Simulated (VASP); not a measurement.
# EuS (Fm-3m) in VASP: single point with r2SCAN+U

Aim: the single point of EuS with r2SCAN+U.

Program: VASP 6.6.1. These are calculated values, not measurements. Logs are shortened: lines on timing, memory, paths and dates and some standing lists are left out, and cuts for length are marked.

**1. The cell of the first run**

The structure is cubic, space group Fm-3m (No. 225). The conventional cell has a = 5.957 Å, b = 5.957 Å, c = 5.957 Å, α = 90.00°, β = 90.00°, γ = 90.00°. Eu (site symmetry m-3m) has 6 S at 2.98 Å within 3.9 Å. Within 3.9 Å of S (site symmetry m-3m) lie 6 Eu at 2.98 Å.

**2. Single point, r2SCAN+U, collinear spin, antiferromagnetic start**

File POSCAR:

```
EuS
1.0
    2.9785018700      2.9785018700      5.9570037400
    2.9785018700     -2.9785018700      0.0000000000
    2.9785018700      2.9785018700      0.0000000000
Eu S
2 2
Direct
    0.5000000000      0.0000000000      0.5000000000
    0.0000000000      0.5000000000      0.5000000000
    0.0000000000      0.0000000000      0.0000000000
    0.5000000000      0.5000000000      0.0000000000
```

File INCAR.step1:

```
SYSTEM = EuS
  ALGO = Normal
  EDIFF = 1E-5
  ENCUT = 800
  GGA = PE
  GGA_COMPAT = .False.
  ISMEAR = 0
  ISPIN = 2
  KPAR = 4
  LASPH = .True.
  LCHARG = .False.
  LDAU = .True.
  LDAUJ = 0 0
  LDAUL = 3 -1
  LDAUTYPE = 2
  LDAUU = 4 0
  LMAXMIX = 6
  LREAL = .False.
  LWAVE = .True.
  MAGMOM = 7 -7 0 0
  NBANDS = 35
  NELM = 200
  PREC = Accurate
  SIGMA = 0.05
```

File INCAR.step2:

```
SYSTEM = EuS
  ALGO = Normal
  EDIFF = 1E-6
  ENCUT = 800
  GGA_COMPAT = .False.
  ISIF = 2
  ISMEAR = 0
  ISPIN = 2
  ISTART = 1
  KPAR = 4
  LASPH = .True.
  LCHARG = .True.
  LDAU = .True.
  LDAUJ = 0 0
  LDAUL = 3 -1
  LDAUPRINT = 1
  LDAUTYPE = 2
  LDAUU = 4 0
  LMAXMIX = 6
  LMIXTAU = .True.
  LORBIT = 11
  LREAL = .False.
  LVHAR = .True.
  LWAVE = .False.
  MAGMOM = 7 -7 0 0
  METAGGA = R2SCAN
  NBANDS = 35
  NELM = 200
  PREC = Accurate
  SIGMA = 0.05
```

File KPOINTS:

```
k-points
0
Gamma
  6 6 6
  0 0 0
```

Potentials or basis: VASP PAW PBE potentials, release 64 (Eu, S).

Run with:

```console
> cat potpaw_PBE.64/Eu/POTCAR potpaw_PBE.64/S/POTCAR > POTCAR
> cp INCAR.step1 INCAR
> mpirun -np 4 vasp_std > vasp.out
> cp INCAR.step2 INCAR
> mpirun -np 4 vasp_std > vasp.out
```

OUTCAR:

```text
SYSTEM = EuS
   EDIFF = 1E-6
   ENCUT = 800
   ISIF = 2
   ISMEAR = 0
   ISPIN = 2
   ISTART = 1
   LASPH = .True.
   LORBIT = 11
   LREAL = .False.
   METAGGA = R2SCAN
   NELM = 200
   PREC = Accurate

 ion  position               nearest neighbor table
   1  0.500  0.000  0.500-   4 2.98   3 2.98   4 2.98   4 2.98   4 2.98   3 2.98
   2  0.000  0.500  0.500-   3 2.98   3 2.98   4 2.98   3 2.98   3 2.98   4 2.98
   3  0.000  0.000  0.000-   2 2.98   1 2.98   2 2.98   2 2.98   2 2.98   1 2.98
   4  0.500  0.500  0.000-   1 2.98   1 2.98   2 2.98   1 2.98   1 2.98   2 2.98

  LATTYP: Found a simple tetragonal cell.
 ALAT       =     4.2122377401
 C/A-ratio  =     1.4142135624

  Lattice vectors:

 A1 = (   2.9785018700,  -2.9785018700,   0.0000000000)
 A2 = (   2.9785018700,   2.9785018700,   0.0000000000)
 A3 = (   0.0000000000,   0.0000000000,   5.9570037400)

Analysis of symmetry for initial positions (statically):
=====================================================================
 Subroutine PRICEL returns following result:

  LATTYP: Found a face centered cubic cell.
 ALAT       =     5.9570037400
[... 12 lines left out ...]
 Subroutine GETGRP returns: Found 16 space group operations
 (whereof 16 operations were pure point group operations)
 out of a pool of 16 trial point group operations.

The static configuration has the point symmetry D_4h.

Analysis of symmetry for dynamics (positions and initial velocities):
=====================================================================
 Subroutine PRICEL returns following result:

  LATTYP: Found a face centered cubic cell.
 ALAT       =     5.9570037400
[... 12 lines left out ...]
 Subroutine GETGRP returns: Found 16 space group operations
 (whereof 16 operations were pure point group operations)
 out of a pool of 16 trial point group operations.

The dynamic configuration has the point symmetry D_4h.

Analysis of structural, dynamic, and magnetic symmetry:
=====================================================================
 Subroutine PRICEL returns following result:

  LATTYP: Found a face centered cubic cell.
 ALAT       =     5.9570037400
[... 12 lines left out ...]
 Subroutine GETGRP returns: Found 16 space group operations
 (whereof 16 operations were pure point group operations)
 out of a pool of 16 trial point group operations.

The overall configuration has the point symmetry D_4h.

 Subroutine INISYM returns: Found 16 space group operations
 (whereof 16 operations are pure point group operations),
 and found     2 'primitive' translations

[... 177 lines left out ...]
  o =  0.9753  v =  0.0003  0.0000 -0.0006 -0.0000  0.9156 -0.0000  0.4021  0.0000  0.0000  0.0000  0.0000  0.0000  0.0000  0.0000      0.0000  0.0000  0.0000  0.0000  0.0000  0.0000  0.0000  0.0000  0.0000  0.0000  0.0000  0.0000  0.0000  0.0000
  o =  0.9753  v = -0.0000 -0.0000  0.0000 -0.0000  0.0000  1.0000  0.0000  0.0000  0.0000  0.0000  0.0000  0.0000  0.0000  0.0000      0.0000  0.0000  0.0000  0.0000  0.0000  0.0000  0.0000  0.0000  0.0000  0.0000  0.0000  0.0000  0.0000  0.0000

atom =   2  type =  1  l = 3

 onsite density matrix

spin component  1

  0.0019  0.0000  0.0009  0.0000  0.0000 -0.0000 -0.0000
  0.0000  0.0001  0.0000  0.0000 -0.0000 -0.0000  0.0000
  0.0009  0.0000  0.0014  0.0000  0.0000  0.0000 -0.0000
  0.0000  0.0000  0.0000  0.0026 -0.0000  0.0000  0.0000
  0.0000 -0.0000  0.0000 -0.0000  0.0014 -0.0000 -0.0009
 -0.0000 -0.0000  0.0000  0.0000 -0.0000  0.0007 -0.0000
 -0.0000  0.0000 -0.0000  0.0000 -0.0009 -0.0000  0.0019

spin component  2

  0.9724  0.0000 -0.0013 -0.0000 -0.0000  0.0000  0.0000
  0.0000  0.9735 -0.0000 -0.0000  0.0000 -0.0000  0.0000
 -0.0013 -0.0000  0.9747 -0.0000  0.0000  0.0000  0.0000
 -0.0000 -0.0000 -0.0000  0.9734  0.0000 -0.0000 -0.0000
 -0.0000  0.0000  0.0000  0.0000  0.9747  0.0000  0.0013
  0.0000 -0.0000  0.0000 -0.0000  0.0000  0.9753  0.0000
  0.0000  0.0000  0.0000 -0.0000  0.0013  0.0000  0.9724

 occupancies and eigenvectors

  o =  0.0001  v =  0.0000  1.0000 -0.0000 -0.0000 -0.0000  0.0000 -0.0000  0.0000  0.0000  0.0000  0.0000  0.0000  0.0000  0.0000      0.0000  0.0000  0.0000  0.0000  0.0000  0.0000  0.0000  0.0000  0.0000  0.0000  0.0000  0.0000  0.0000  0.0000
  o =  0.0007  v =  0.6108 -0.0000 -0.7918  0.0000  0.0048  0.0000  0.0037  0.0000  0.0000  0.0000  0.0000  0.0000  0.0000  0.0000      0.0000  0.0000  0.0000  0.0000  0.0000  0.0000  0.0000  0.0000  0.0000  0.0000  0.0000  0.0000  0.0000  0.0000
  o =  0.0007  v = -0.0037  0.0000  0.0048 -0.0000  0.7918  0.0000  0.6108  0.0000  0.0000  0.0000  0.0000  0.0000  0.0000  0.0000      0.0000  0.0000  0.0000  0.0000  0.0000  0.0000  0.0000  0.0000  0.0000  0.0000  0.0000  0.0000  0.0000  0.0000
  o =  0.0007  v =  0.0000  0.0000 -0.0000  0.0000  0.0000 -1.0000  0.0000  0.0000  0.0000  0.0000  0.0000  0.0000  0.0000  0.0000      0.0000  0.0000  0.0000  0.0000  0.0000  0.0000  0.0000  0.0000  0.0000  0.0000  0.0000  0.0000  0.0000  0.0000
  o =  0.0026  v =  0.0000 -0.0000  0.0000 -1.0000  0.0000 -0.0000 -0.0000  0.0000  0.0000  0.0000  0.0000  0.0000  0.0000  0.0000      0.0000  0.0000  0.0000  0.0000  0.0000  0.0000  0.0000  0.0000  0.0000  0.0000  0.0000  0.0000  0.0000  0.0000
  o =  0.0026  v =  0.0324 -0.0000  0.0250 -0.0000 -0.6103 -0.0000  0.7911  0.0000  0.0000  0.0000  0.0000  0.0000  0.0000  0.0000      0.0000  0.0000  0.0000  0.0000  0.0000  0.0000  0.0000  0.0000  0.0000  0.0000  0.0000  0.0000  0.0000  0.0000
  o =  0.0026  v = -0.7911 -0.0000 -0.6103 -0.0000 -0.0250 -0.0000  0.0324  0.0000  0.0000  0.0000  0.0000  0.0000  0.0000  0.0000      0.0000  0.0000  0.0000  0.0000  0.0000  0.0000  0.0000  0.0000  0.0000  0.0000  0.0000  0.0000  0.0000  0.0000
  o =  0.9719  v =  0.0000  0.0000  0.0000  0.0000  0.0000  0.0000  0.0000  0.9156 -0.0000  0.4021 -0.0000  0.0022 -0.0000 -0.0049      0.0000  0.0000  0.0000  0.0000  0.0000  0.0000  0.0000  0.0000  0.0000  0.0000  0.0000  0.0000  0.0000  0.0000
  o =  0.9719  v =  0.0000  0.0000  0.0000  0.0000  0.0000  0.0000  0.0000 -0.0049  0.0000 -0.0022 -0.0000  0.4021 -0.0000 -0.9156      0.0000  0.0000  0.0000  0.0000  0.0000  0.0000  0.0000  0.0000  0.0000  0.0000  0.0000  0.0000  0.0000  0.0000
  o =  0.9734  v =  0.0000  0.0000  0.0000  0.0000  0.0000  0.0000  0.0000  0.0000 -0.0000 -0.0000 -1.0000  0.0000  0.0000  0.0000      0.0000  0.0000  0.0000  0.0000  0.0000  0.0000  0.0000  0.0000  0.0000  0.0000  0.0000  0.0000  0.0000  0.0000
  o =  0.9735  v =  0.0000  0.0000  0.0000  0.0000  0.0000  0.0000  0.0000  0.0000  1.0000 -0.0000 -0.0000 -0.0000 -0.0000 -0.0000      0.0000  0.0000  0.0000  0.0000  0.0000  0.0000  0.0000  0.0000  0.0000  0.0000  0.0000  0.0000  0.0000  0.0000
  o =  0.9753  v =  0.0000  0.0000  0.0000  0.0000  0.0000  0.0000  0.0000 -0.0006 -0.0000  0.0014 -0.0000 -0.9156 -0.0000 -0.4021      0.0000  0.0000  0.0000  0.0000  0.0000  0.0000  0.0000  0.0000  0.0000  0.0000  0.0000  0.0000  0.0000  0.0000
  o =  0.9753  v =  0.0000  0.0000  0.0000  0.0000  0.0000  0.0000  0.0000 -0.4021  0.0000  0.9156  0.0000  0.0014 -0.0000  0.0006      0.0000  0.0000  0.0000  0.0000  0.0000  0.0000  0.0000  0.0000  0.0000  0.0000  0.0000  0.0000  0.0000  0.0000
  o =  0.9753  v =  0.0000  0.0000  0.0000  0.0000  0.0000  0.0000  0.0000 -0.0000  0.0000  0.0000  0.0000 -0.0000  1.0000 -0.0000      0.0000  0.0000  0.0000  0.0000  0.0000  0.0000  0.0000  0.0000  0.0000  0.0000  0.0000  0.0000  0.0000  0.0000

 number of electron      46.0000000 magnetization       0.0000000

 Free energy of the ion-electron system (eV)
  ---------------------------------------------------
  ext. energy  EPLUGINS =         0.00000000
  ---------------------------------------------------
  free energy    TOTEN  =      -104.22195629 eV

  energy without entropy =     -104.22195629  energy(sigma->0) =     -104.22195629

 E-fermi :   3.7412     XC(G=0): -10.0408

 val. band max:        3.4831026553   @ k =   0.0000   0.0000   0.0000
 cond. band min:       3.9742698147   @ k =   0.0000   0.0000   0.0000
 fundamental gap:      0.4911671594
 Fermi energy:         3.7411895010

 spin component 1

 k-point     1 :       0.0000    0.0000    0.0000
  band No.  band energies     occupation
      1     -38.0318      1.00000
      2     -34.3217      1.00000
      3     -16.3972      1.00000
      4     -16.3223      1.00000
      5     -16.3223      1.00000
      6     -13.8528      1.00000
[... 1817 lines left out ...]
     34      11.5204      0.00000
     35      12.3614      0.00000

 [... further k-points ...]
[... 5 lines left out ...]
  --------------------------------------------------------------------------------------
  -------------------------------------------------------------------------------------
  Total        0.1467973      0.1467973      0.2225357      0.0000000      0.0000000     -0.0000000
  in kB        2.2252310      2.2252310      3.3733130      0.0000000      0.0000000     -0.0000000
  external PRESSURE =       2.6079250 kB  Pullay stress =       0.0000000 kB

 VOLUME and BASIS-vectors are now :
 -----------------------------------------------------------------------------
  energy-cutoff  :      800.00
  volume of cell :      105.69
      direct lattice vectors                 reciprocal lattice vectors
     2.978501870  2.978501870  5.957003740     0.000000000  0.000000000  0.167869628
     2.978501870 -2.978501870  0.000000000     0.167869628 -0.167869628  0.000000000
     2.978501870  2.978501870  0.000000000     0.167869628  0.167869628 -0.167869628

 POSITION                                       TOTAL-FORCE (eV/Angst)
 -----------------------------------------------------------------------------------
      2.97850      2.97850      2.97850         0.000000     -0.000000      0.000000
      2.97850      0.00000      0.00000        -0.000000      0.000000     -0.000000
      0.00000      0.00000      0.00000         0.000000      0.000000     -0.000000
      2.97850      0.00000      2.97850        -0.000000      0.000000     -0.000000
 -----------------------------------------------------------------------------------
    total drift:                                0.000000      0.000000      0.000000

  FREE ENERGIE OF THE ION-ELECTRON SYSTEM (eV)
  ---------------------------------------------------
  free  energy   TOTEN  =      -104.2219562873 eV

  energy  without entropy=     -104.2219562873  energy(sigma->0) =     -104.22195629

 total charge

# of ion       s       p       d       f       tot
--------------------------------------------------
    1        2.036   5.831   0.228   6.819  14.915
    2        2.036   5.831   0.228   6.819  14.915
    3        1.306   2.481   0.000   0.000   3.787
    4        1.306   2.481   0.000   0.000   3.787
--------------------------------------------------
tot          6.684  16.625   0.456  13.638  37.403

 magnetization (x)

# of ion       s       p       d       f       tot
--------------------------------------------------
    1       -0.026  -0.195   0.036   6.800   6.614
    2        0.026   0.195  -0.036  -6.800  -6.614
    3        0.003   0.024   0.000   0.000   0.026
    4       -0.003  -0.024   0.000   0.000  -0.026
--------------------------------------------------
tot          0.000   0.000   0.000   0.000   0.000
```

Run time: 11 min. Hardware: 4 MPI ranks of Intel Xeon Platinum 8488C (Sapphire Rapids), shared host; peak memory 0.75 GiB.

Results:

* Free energy: -104.2220 eV
* Pressure: 0.3 GPa
* Band gap on the k mesh: 0.49 eV
* Net moment: 0.00 μB per cell
* Site moments: Eu +6.61, -6.61; S +0.03, -0.03 μB
* Valence electrons inside the program's atomic spheres: Eu 14.91; S 3.79

Eigenvalues of the final occupation matrices:
```csv
site,spin,trace,eigenvalues
site 1 f,1,6.82,0.97 0.97 0.97 0.97 0.98 0.98 0.98
site 1 f,2,0.01,0.00 0.00 0.00 0.00 0.00 0.00 0.00
site 2 f,1,0.01,0.00 0.00 0.00 0.00 0.00 0.00 0.00
site 2 f,2,6.82,0.97 0.97 0.97 0.97 0.98 0.98 0.98
```

Caveat: the PAW data sets were made with another functional, which shifts forces and pressure a little; spin-orbit coupling is left out, which moves the levels of the heavy elements. The state reached can hang on the start; a lower one may exist.
